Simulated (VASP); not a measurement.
# AlN (P6_3mc) in VASP: single point with PBE

Aim: the single point of AlN with PBE.

Program: VASP 6.6.1. These are calculated values, not measurements. Logs are shortened: lines on timing, memory, paths and dates and some standing lists are left out, and cuts for length are marked.

## 1. The cell of the first run

The structure is hexagonal, space group P6_3mc (No. 186). The conventional cell has a = 3.054 Å, b = 3.054 Å, c = 4.894 Å, α = 90.00°, β = 90.00°, γ = 120.00°. Within 2.5 Å of Al (site symmetry 3m) lie 4 N at 1.86 to 1.87 Å. Within 2.5 Å of N (site symmetry 3m) lie 4 Al at 1.86 to 1.87 Å.

## 2. Single point, PBE (volume changed by -5%)

The input, INCAR:

```
SYSTEM = AlN
PREC = Accurate
ENCUT = 600
EDIFF = 1E-6
ISMEAR = 0
SIGMA = 0.01
LREAL = .False.
LASPH = .True.
NELM = 120
ALGO = Normal
ISIF = 2
LWAVE = .False.
LCHARG = .True.
GGA = PE
LELF = .True.
LVHAR = .True.
NBANDS = 16
GGA_COMPAT = .False.
```

The input, KPOINTS:

```
regular mesh
0
Gamma
  6 6 4
  0 0 0
```

The input, POSCAR:

```
AlN
1.0
    3.0540277594      0.0000000000      0.0000000000
   -1.5270138797      2.6448656235      0.0000000000
    0.0000000000      0.0000000000      4.8941923395
Al N
2 2
Direct
    0.3333333333      0.6666666667     -0.0032954727
    0.6666666667      0.3333333333      0.4967045273
    0.3333333333      0.6666666667      0.3782954727
    0.6666666667      0.3333333333      0.8782954727
```

Potentials or basis: VASP PAW PBE potentials, release 64 (Al, N).

The run is started by

```bash
> cat potpaw_PBE.64/Al/POTCAR potpaw_PBE.64/N/POTCAR > POTCAR
> mpirun -np 1 vasp_std > vasp.out
```

OUTCAR:

```text
SYSTEM = AlN
   PREC = Accurate
   ENCUT = 600
   EDIFF = 1E-6
   ISMEAR = 0
   LREAL = .False.
   LASPH = .True.
   NELM = 120
   ISIF = 2
   GGA = PE

 ion  position               nearest neighbor table
   1  0.333  0.667  0.997-   4 1.86   4 1.86   4 1.86   3 1.87   2 3.02   2 3.02   2 3.02   2 3.02
                             2 3.02   2 3.02
   2  0.667  0.333  0.497-   3 1.86   3 1.86   3 1.86   4 1.87   1 3.02   1 3.02   1 3.02   1 3.02
                             1 3.02   1 3.02
   3  0.333  0.667  0.378-   2 1.86   2 1.86   2 1.86   1 1.87
   4  0.667  0.333  0.878-   1 1.86   1 1.86   1 1.86   2 1.87

  LATTYP: Found a hexagonal cell.
 ALAT       =     3.0540277594
 C/A-ratio  =     1.6025369529

  Lattice vectors:

 A1 = (   3.0540277594,   0.0000000000,   0.0000000000)
 A2 = (  -1.5270138797,   2.6448656235,   0.0000000000)
 A3 = (   0.0000000000,   0.0000000000,   4.8941923395)

Analysis of symmetry for initial positions (statically):
=====================================================================
 Subroutine PRICEL returns:
 Original cell was already a primitive cell.

 Routine SETGRP: Setting up the symmetry group for a
 hexagonal supercell.

 Subroutine GETGRP returns: Found 12 space group operations
 (whereof  6 operations were pure point group operations)
 out of a pool of 24 trial point group operations.

The static configuration has the point symmetry C_3v.
 The point group associated with its full space group is C_6v.

Analysis of symmetry for dynamics (positions and initial velocities):
=====================================================================
 Subroutine PRICEL returns:
 Original cell was already a primitive cell.

 Routine SETGRP: Setting up the symmetry group for a
 hexagonal supercell.

 Subroutine GETGRP returns: Found 12 space group operations
 (whereof  6 operations were pure point group operations)
 out of a pool of 24 trial point group operations.

The dynamic configuration has the point symmetry C_3v.
 The point group associated with its full space group is C_6v.

 Subroutine INISYM returns: Found 12 space group operations
 (whereof  6 operations are pure point group operations),
 and found     1 'primitive' translations

----------------------------------------------------------------------------------------

                                     Primitive cell

  volume of cell :      39.5328

  direct lattice vectors                    reciprocal lattice vectors
     3.054027759  0.000000000  0.000000000     0.327436447  0.189045521  0.000000000
    -1.527013880  2.644865623  0.000000000     0.000000000  0.378091042  0.000000000
     0.000000000  0.000000000  4.894192339     0.000000000  0.000000000  0.204323805

  length of vectors
     3.054027759  3.054027759  4.894192339     0.378091042  0.378091042  0.204323805

  position of ions in fractional coordinates (direct lattice)
     0.333333333  0.666666667  0.996704527
     0.666666667  0.333333333  0.496704527
     0.333333333  0.666666667  0.378295473
     0.666666667  0.333333333  0.878295473

  ion indices of the primitive-cell ions
   primitive index   ion index
                 1           1
                 2           2
                 3           3
                 4           4

----------------------------------------------------------------------------------------

 KPOINTS: regular mesh

Automatic generation of k-mesh.
 Grid dimensions read from file:
 generate k-points for:    6    6    4

 Generating k-lattice:

  Cartesian coordinates                     Fractional coordinates (reciprocal lattice)
     0.054572741  0.031507587  0.000000000     0.166666667  0.000000000  0.000000000
     0.000000000  0.063015174  0.000000000     0.000000000  0.166666667  0.000000000
     0.000000000  0.000000000  0.051080951     0.000000000  0.000000000  0.250000000

  Length of vectors
     0.063015174  0.063015174  0.051080951

  Shift w.r.t. Gamma in fractional coordinates (k-lattice)
     0.000000000  0.000000000  0.000000000

 Subroutine IBZKPT returns following result:
 ===========================================

 Found     21 irreducible k-points:

 Following reciprocal coordinates:
            Coordinates               Weight
  0.000000  0.000000  0.000000      1.000000
  0.166667  0.000000  0.000000      6.000000
  0.333333 -0.000000  0.000000      6.000000
  0.500000  0.000000  0.000000      3.000000
  0.166667  0.166667  0.000000      6.000000
  0.333333  0.166667  0.000000     12.000000
[... 13 lines left out ...]
  0.333333  0.166667  0.500000     12.000000
  0.333333  0.333333  0.500000      2.000000
   k-points           NKPTS =     21   k-points in BZ     NKDIM =     21   number of bands    NBANDS=     16
   number of dos      NEDOS =    301   number of ions     NIONS =      4
   total plane-waves  NPLWV =  23040
   dimension x,y,z NGX =    24 NGY =   24 NGZ =   40
   dimension x,y,z NGXF=    48 NGYF=   48 NGZF=   80
   ions per type =               2   2
   NGX,Y,Z   is equivalent  to a cutoff of  13.06, 13.06, 13.59 a.u.
   NGXF,Y,Z  is equivalent  to a cutoff of  26.13, 26.13, 27.17 a.u.
 SYSTEM =  AlN
   PREC   = accura    normal or accurate (medium, high low for compatibility)
   ISTART =      0    job   : 0-new  1-cont  2-samecut
   ICHARG =      2    charge: 1-file 2-atom 10-const
   ISPIN  =      1    spin polarized calculation?
   LNONCOLLINEAR =      F non collinear calculations
   LSORBIT =      F    spin-orbit coupling
   LASPH  =      T    aspherical Exc in radial PAW
   ENCUT  =  600.0 eV  44.10 Ry    6.64 a.u.   6.10  6.10  9.77*2*pi/ulx,y,z
   NELM   =    120;   NELMIN=  2; NELMDL= -5     # of ELM steps
   EDIFF  = 0.1E-05   stopping-criterion for ELM
   LREAL  =      F    real-space projection
   EDIFFG = 0.1E-04   stopping-criterion for IOM
   NSW    =      0    number of steps for IOM
   IBRION =     -1    ionic relax: 0-MD 1-quasi-New 2-CG
   NFREE  =      0    steps in history (QN), initial steepest desc. (CG)
   ISIF   =      2    stress and relaxation
   ISYM   =      2    0-nonsym 1-usesym 2-fastsym
   POTIM  = 0.5000    time-step for ionic-motion
   TEBEG  =    0.0;   TEEND  =   0.0 temperature during run
   PSTRESS=    0.0 pullay stress
   NELECT =      16.0000    total number of electrons
   NUPDOWN=      -1.0000    fix difference up-down
   EMIN   =  10.00;   EMAX   =-10.00  energy-range for DOS
   EFERMI =   0.00;   METHOD = LEGACY
   ISMEAR =     0;   SIGMA  =   0.01  broadening in eV -4-tet -1-fermi 0-gaus
   EFERMI_NEDOS =   21; number of points for ismear=-14 and -15
   IALGO  =     38    algorithm
   IMIX   =      4    mixing-type and parameters
     AMIX     =   0.40;   BMIX     =  1.00
     AMIX_MAG =   1.60;   BMIX_MAG =  1.00
  volume/ion in A,a.u.               =       9.88        66.70
  Fermi-wavevector in a.u.,A,eV,Ry     =   1.210958  2.288378 19.951834  1.466418
  Thomas-Fermi vector in A             =   2.346488
   LORBIT       =      0    0 simple, 1 ext, 2 COOP (PROOUT), +10 PAW based schemes
   GGA     = PE    functional components
   LHFCALC =     F    Hartree Fock is set to
   AEXX    =    0.0000 exact exchange contribution
   IVDW    =     0    specifies the selected vdW correction
   LEPSILON=     F    determine dielectric tensor
   LRPA    =     F    only Hartree local field effects (RPA)
 non-spin polarized calculation
 Gauss-broadening in eV      SIGMA  =   0.01
  energy-cutoff  :      600.00
  volume of cell :       39.53
 maximum number of plane-waves:      1344
   NGX = 13   NGY = 13   NGZ = 19

 number of electron      15.9999998 magnetization

 Free energy of the ion-electron system (eV)
  ---------------------------------------------------
  ext. energy  EPLUGINS =         0.00000000
  ---------------------------------------------------
  free energy    TOTEN  =       -29.63687323 eV

  energy without entropy =      -29.63687323  energy(sigma->0) =      -29.63687323

 E-fermi :   6.8193     XC(G=0): -11.1523

 val. band max:        6.6915109887   @ k =   0.0000   0.0000   0.0000
 cond. band min:      11.3960207071   @ k =   0.0000   0.0000   0.0000
 fundamental gap:      4.7045097183
 Fermi energy:         6.8193108557

 k-point     1 :       0.0000    0.0000    0.0000
  band No.  band energies     occupation
      1      -8.8314      2.00000
      2      -6.5134      2.00000
      3       0.4456      2.00000
      4       5.8097      2.00000
      5       5.8097      2.00000
      6       6.4696      2.00000
[... 8 lines left out ...]
     15      20.3771      0.00000
     16      20.3771      0.00000

 k-point     2 :       0.1667    0.0000    0.0000
  band No.  band energies     occupation
      1      -8.4611      2.00000
      2      -6.3103      2.00000
      3       0.8805      2.00000
      4       4.3461      2.00000
      5       5.1776      2.00000
      6       5.3998      2.00000
[... 8 lines left out ...]
     15      19.6145      0.00000
     16      19.8512      0.00000

 k-point     3 :       0.3333   -0.0000    0.0000
  band No.  band energies     occupation
      1      -7.4988      2.00000
      2      -5.9476      2.00000
      3       2.0356      2.00000
      4       2.0793      2.00000
      5       3.2844      2.00000
      6       4.7885      2.00000
[... 8 lines left out ...]
     15      19.3795      0.00000
     16      21.6616      0.00000

 k-point     4 :       0.5000    0.0000    0.0000
  band No.  band energies     occupation
      1      -6.7069      2.00000
      2      -5.9598      2.00000
      3       1.0381      2.00000
      4       2.3976      2.00000
      5       3.2216      2.00000
      6       4.5344      2.00000
[... 8 lines left out ...]
     15      19.9417      0.00000
     16      22.5267      0.00000

 k-point     5 :       0.1667    0.1667    0.0000
  band No.  band energies     occupation
      1      -7.7883      2.00000
      2      -6.0191      2.00000
      3       1.7017      2.00000
      4       3.2041      2.00000
      5       3.2096      2.00000
      6       4.9664      2.00000
[... 8 lines left out ...]
     15      19.8635      0.00000
     16      21.2367      0.00000

 k-point     6 :       0.3333    0.1667    0.0000
  band No.  band energies     occupation
      1      -6.7921      2.00000
      2      -5.8859      2.00000
      3       1.5419      2.00000
      4       2.6546      2.00000
      5       3.0624      2.00000
      6       3.8265      2.00000
[... 8 lines left out ...]
     15      19.6592      0.00000
     16      22.0717      0.00000
[... 210 lines left out ...]
 k-point    18 :       0.5000    0.0000    0.5000
  band No.  band energies     occupation
      1      -6.3027      2.00000
      2      -6.3027      2.00000
      3       0.8780      2.00000
      4       0.8780      2.00000
      5       5.1812      2.00000
      6       5.1812      2.00000
[... 8 lines left out ...]
     15      20.4371      0.00000
     16      20.4371      0.00000

 k-point    19 :       0.1667    0.1667    0.5000
  band No.  band energies     occupation
      1      -7.0099      2.00000
      2      -7.0099      2.00000
      3       2.3641      2.00000
      4       2.3641      2.00000
      5       4.7758      2.00000
      6       4.7758      2.00000
[... 8 lines left out ...]
     15      20.1275      0.00000
     16      20.1275      0.00000

 k-point    20 :       0.3333    0.1667    0.5000
  band No.  band energies     occupation
      1      -6.3266      2.00000
      2      -6.3266      2.00000
      3       1.3550      2.00000
      4       1.3550      2.00000
      5       3.9518      2.00000
      6       3.9518      2.00000
[... 8 lines left out ...]
     15      20.6773      0.00000
     16      20.6773      0.00000

 k-point    21 :       0.3333    0.3333    0.5000
  band No.  band energies     occupation
      1      -6.0779      2.00000
      2      -6.0779      2.00000
      3       1.7118      2.00000
      4       1.7118      2.00000
      5       2.6301      2.00000
      6       2.6301      2.00000
[... 8 lines left out ...]
     15      20.8617      0.00000
     16      20.8617      0.00000

------------------------ aborting loop because EDIFF is reached ----------------------------------------

  FORCE on cell =-STRESS in cart. coord.  units (eV):
  Direction    XX          YY          ZZ          XY          YZ          ZX
  --------------------------------------------------------------------------------------
  -------------------------------------------------------------------------------------
  Total        4.0933486      4.0933486      3.8493844      0.0000000      0.0000000      0.0000000
  in kB      165.8943870    165.8943870    156.0070559      0.0000000      0.0000000      0.0000000
  external PRESSURE =     162.5986100 kB  Pullay stress =       0.0000000 kB

 VOLUME and BASIS-vectors are now :
 -----------------------------------------------------------------------------
  energy-cutoff  :      600.00
  volume of cell :       39.53
      direct lattice vectors                 reciprocal lattice vectors
     3.054027759  0.000000000  0.000000000     0.327436447  0.189045521  0.000000000
    -1.527013880  2.644865623  0.000000000     0.000000000  0.378091042  0.000000000
     0.000000000  0.000000000  4.894192339     0.000000000  0.000000000  0.204323805

 POSITION                                       TOTAL-FORCE (eV/Angst)
 -----------------------------------------------------------------------------------
     -0.00000      1.76324      4.87806         0.000000     -0.000000     -0.031639
      1.52701      0.88162      2.43097        -0.000000      0.000000     -0.031639
     -0.00000      1.76324      1.85145        -0.000000     -0.000000      0.031639
      1.52701      0.88162      4.29855         0.000000     -0.000000      0.031639
 -----------------------------------------------------------------------------------
    total drift:                                0.000000      0.000000     -0.000105

  FREE ENERGIE OF THE ION-ELECTRON SYSTEM (eV)
  ---------------------------------------------------
  free  energy   TOTEN  =       -29.6368732257 eV

  energy  without entropy=      -29.6368732257  energy(sigma->0) =      -29.63687323
```

It took 7.7 s on 1 thread of Intel Xeon 6975P-C, shared host; peak memory 0.16 GiB.

Results:

* Free energy: -29.6369 eV
* Pressure: 16.3 GPa
* Largest force: 0.032 eV/Å
* Band gap on the k mesh: 4.70 eV, direct

Forces on the atoms (eV/Å):
```
Al   0.000  0.000 -0.032
Al   0.000  0.000 -0.032
N    0.000  0.000  0.032
N    0.000  0.000  0.032
```

Stress tensor (GPa, compression positive):
```
16.59  0.00  0.00
 0.00 16.59  0.00
 0.00  0.00 15.60
```
